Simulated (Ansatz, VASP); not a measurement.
One calculation of Al, two programs

Contents of INCAR:

```
SYSTEM = Al
ALGO = Fast ; EDIFF = 1E-7
ENCUT = 520 ; GGA = PS
ISIF = 2 ; ISMEAR = 0
LASPH = .True. ; LCHARG = .True.
LELF = .True. ; LREAL = .False.
LVHAR = .True. ; LWAVE = .False.
NBANDS = 10 ; NELM = 60
PREC = Accurate ; SIGMA = 0.15
```

The input KPOINTS:

```
k-points
0
Gamma
  24 24 14
  0 0 0
```

POSCAR

```
Al
1.0
    2.9213219352      0.0000000000      0.0000000000
   -1.4606609676      2.5299390086      0.0000000000
    0.0000000000      0.0000000000      4.5213833727
Al
2
Direct
    0.6666666667      0.3333333333      0.7500000000
    0.3333333333      0.6666666667      0.2500000000
```

Input for Ansatz:

```yaml
crystal:
  lattice:
    - [2.9213219352, 0.0, 0.0]
    - [-1.4606609676, 2.5299390086, 0.0]
    - [0.0, 0.0, 4.5213833727]
  atoms:
    - { symbol: Al, position: [0.6666666667, 0.3333333333, 0.75] }
    - { symbol: Al, position: [0.3333333333, 0.6666666667, 0.25] }
basis:
  ecutwfc: 420
kpoints:
  mp_grid: { grid: [24, 24, 14] }
hamiltonian:
  xc: pbesol
scf:
  occupations: { method: gaussian, width: 0.15 }
output:
  forces: true
  stress: true
  eigenvalues: true
```

Change from the starting cell: strain +0.025 along x and y, -0.025 along z, atoms carried along.

Alike in both runs: task single point; functional PBEsol; k mesh 24 × 24 × 14; occupations gaussian, width 0.15 eV; no spin polarisation.

```csv
,VASP,Ansatz
version,VASP 6.6.1,Ansatz 0.2.0
potentials or method,"VASP PAW PBE potentials, release 64 (Al), cutoff 520 eV","scalar-relativistic, plane waves, PAW"
valence electrons in the cell,6,6
```

|  | VASP | Ansatz | Ansatz less VASP |
| --- | --- | --- | --- |
| gap on the k mesh at the Fermi level (eV) | none | none | - |
| pressure (GPa) | -1.5 | -1.5 | -0.05 |
| traceless stress, the component that is largest in VASP (GPa) | 2.74 | 2.72 | -0.018 |

VASP's potentials were made for PBE, not for PBEsol. A gap of «none» marks a metal or a gap that the smearing closes.
